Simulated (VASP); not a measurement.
Here is a VASP 6.6.1 calculation.

File INCAR:

```
SYSTEM = GaP
ALGO = Normal
EDIFF = 1E-6
ENCUT = 520
GGA = PS
ISIF = 2
ISMEAR = 0
ISPIN = 2
LASPH = .TRUE.
LCHARG = .FALSE.
LORBIT = 11
LREAL = .FALSE.
LWAVE = .FALSE.
MAGMOM = 0.5 0.5
NBANDS = 20
NELM = 150
PREC = Accurate
SIGMA = 0.05
```

The input KPOINTS:

```
k-points
0
G
  1 1 15
  0 0 0
```

The input POSCAR:

```
GaP
1.0
    9.0000000000      0.0000000000      0.0000000000
    0.0000000000      9.3000000000      0.0000000000
    0.0000000000      0.0000000000      4.3472629334
Ga P
1 1
Direct
    0.5000000000      0.5000000000      0.0000000000
    0.5000000000      0.5000000000      0.5000000000
```

Potentials or basis: VASP PAW PBE potentials, release 64 (Ga_d, P).

The run is started by

```sh
$ cat potpaw_PBE.64/Ga_d/POTCAR potpaw_PBE.64/P/POTCAR > POTCAR
$ mpirun -np 1 vasp_std > vasp.out
```

What does it give for the net moment?

0.40 μB per cell.

Estimate the site moments.

Ga -0.01; P +0.18 μB.

Caveat: a moment this small can come from the mesh or the smearing.
